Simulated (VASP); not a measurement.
Here is a VASP 6.6.1 calculation.

Contents of POSCAR:

```
Zn
1.0
    2.5845097999      0.0000000000      0.0000000000
   -1.2922548999      2.2382511431      0.0000000000
    0.0000000000      0.0000000000      4.7304785520
Zn
2
Direct
    0.3333333333      0.6666666667      0.2500000000
    0.6666666667      0.3333333333      0.7500000000
```

Contents of INCAR.step1:

```
PREC = Accurate
ENCUT = 520
ISMEAR = 0
SIGMA = 0.1
LREAL = F
LASPH = T
NELM = 80
NBANDS = 19
GGA = PE
ALGO = Normal
EDIFF = 1E-4
LWAVE = T
LCHARG = F
```

INCAR.step2

```
PREC = Accurate
ENCUT = 520
EDIFF = 1E-6
ISMEAR = 0
SIGMA = 0.1
LREAL = F
LASPH = T
NELM = 80
ALGO = Normal
ISIF = 2
LWAVE = F
LCHARG = F
METAGGA = R2SCAN
LMIXTAU = T
NBANDS = 19
ISTART = 1
```

The input KPOINTS:

```
Automatic mesh
0
Gamma
  18 18 8
```

Potentials or basis: VASP PAW PBE potentials, release 64 (Zn).

Command:

```bash
$ cat potpaw_PBE.64/Zn/POTCAR > POTCAR
$ cp INCAR.step1 INCAR
$ mpirun -np 1 vasp_std > vasp.out
$ cp INCAR.step2 INCAR
$ mpirun -np 1 vasp_std > vasp.out
```

Question: Estimate the band gap on the k mesh.

Answer: Zero (bands 12 and 13 overlap by 4.51 eV).

Question: Predict the pressure.

Answer: 5.4 GPa.

Stress tensor (GPa, compression positive):
```
5.56 0.00 0.00
0.00 5.56 0.00
0.00 0.00 4.98
```

Caveat: the cell stands under pressure; the PAW data sets were made with another functional, which shifts forces and pressure a little.
